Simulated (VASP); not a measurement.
Wanted: the native input for a VASP 6.6.1 run.

- Task: single point
- Functional: PBE
- Potentials or basis: VASP PAW PBE potentials, release 64 (Li_sv, Cl, Ca_sv)
- Cutoff: 520 eV
- k mesh: 1 × 1 × 1
- Occupations: fermi-dirac, width 0.1379 eV
- Spin: no spin polarisation
- Dipole correction: no
- Further INCAR settings: LREAL = Auto; ALGO = Normal; EDIFF = 1e-07; NBANDS = 67; ISYM = 0

The structure of Li8CaCl10 lies in POSCAR:

```
Li8CaCl10
1.0
    7.6216650000     -0.1881850000     -0.0394400000
   -0.1881850000      7.3227830000     -0.1529230000
   -0.0394400000     -0.1529230000      7.6842230000
Li Cl Ca
8 10 1
Direct
    0.3800168984      0.1246355139      0.5322504960
    0.8829660072      0.9204077019      0.5341833112
    0.6722073967      0.4109598945      0.3240897719
    0.4993951576      0.7718610935      0.1647797649
    0.3699104113      0.1983245819     -0.0335313464
    0.0753125620      0.1139072786      0.2754431216
    0.8410490586      0.7202052799      0.7751101090
    0.0651874605      0.5712968881      0.4432677744
   -0.0251579938      0.3829837410      0.2647161322
    0.6888498483      1.1577119932      0.4472806202
    0.0875770847      0.7085417828      0.7244235852
    0.2564209128      0.8700631506      0.3727044241
   -0.0184267016      0.9765541267      0.0325561657
    0.5809632804      0.6001501205      0.5731807821
    0.5558438574      0.9911213572      0.9431161398
    0.7163985138      0.5067412038     -0.0357407454
    0.1039971696      0.1972877863      0.6814144369
    0.4106971508      0.4423946287      0.1324053466
    0.8116326557      0.2159233938      0.8804173753
```

One way to write it, as run:

INCAR

```
PREC     = Accurate       # precision mode
ENCUT    = 520            # plane-wave cutoff, eV
EDIFF    = 1E-7           # SCF threshold, eV
ISMEAR   = -1             # smearing method
SIGMA    = 0.1379         # smearing width, eV
LREAL    = Auto         
LASPH    = T              # aspherical terms in the spheres
NELM     = 100            # most SCF steps
ALGO     = Normal         # electronic algorithm
ISIF     = 2              # what is computed and relaxed
LWAVE    = F              # write WAVECAR
LCHARG   = F              # write CHGCAR
GGA      = PE             # functional
ISYM     = 0            
NBANDS   = 67             # bands
```

KPOINTS

```
Automatic mesh
0
Gamma
  1 1 1
```

Potentials or basis: VASP PAW PBE potentials, release 64 (Li_sv, Cl, Ca_sv).

The run is started by

```bash
$ cat potpaw_PBE.64/Li_sv/POTCAR potpaw_PBE.64/Cl/POTCAR potpaw_PBE.64/Ca_sv/POTCAR > POTCAR
$ mpirun -np 1 vasp_gam > vasp.out
```

Results of the run:

```yaml
Largest_force: 2.843 eV/Å
Band_gap_on_the_k_mesh: 3.32 eV
```

Caveat: the k points lie up to 0.86 Å⁻¹ apart.

It used 76 s of CPU time on 1 thread of Intel Xeon 6975P-C (shared host).
